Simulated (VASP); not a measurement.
Set up this calculation in VASP 6.6.1, as the native input.

```yaml
Task: single point
Functional: PBE
Potentials_or_basis: VASP PAW PBE potentials, release 64 (Ta_pv, H)
Cutoff: 520 eV
k_mesh: 14 × 14 × 12
Occupations: gaussian, width 0.1 eV
Spin: no spin polarisation
Dipole_correction: no
Further_INCAR_settings: ALGO = Normal; EDIFF = 1e-06; NBANDS = 20
```

The structure of TaH lies in POSCAR:

```
TaH
1.0
    3.3878623419      0.0000000000      0.0000000000
    0.0000000000      3.3878623419      0.0000000000
    0.0000000000      0.0000000000      3.6186588515
Ta H
2 2
Direct
    0.0000000000      0.5000000000      0.2644009292
    0.5000000000      0.0000000000      0.7355990708
    0.0000000000      0.0000000000      0.0000000000
    0.5000000000      0.5000000000      0.0000000000
```

These files were run (other wordings do the same):

INCAR

```
PREC = Accurate
ENCUT = 520
EDIFF = 1E-6
ISMEAR = 0
SIGMA = 0.1
LREAL = False
LASPH = True
NELM = 60
ALGO = Normal
ISIF = 2
LWAVE = False
LCHARG = False
GGA = PE
NBANDS = 20
```

KPOINTS

```
Automatic mesh
0
Gamma
  14 14 12
```

Potentials or basis: VASP PAW PBE potentials, release 64 (Ta_pv, H).

The run is started by

```console
$ cat potpaw_PBE.64/Ta_pv/POTCAR potpaw_PBE.64/H/POTCAR > POTCAR
$ mpirun -np 1 vasp_std > vasp.out
```

Results of the run:

* Pressure: 0.1 GPa
* Largest force: 0.022 eV/Å
* Band gap on the k mesh: zero (band 12 reaches 6.41 eV, above the bottom of band 13 at 5.26 eV)

Caveat: spin-orbit coupling is left out, which moves the levels of the heavy elements.

It took 3.6 min on 1 thread of Oxide Virtual Turin-like Processor (shared host), peak memory 0.26 GiB.
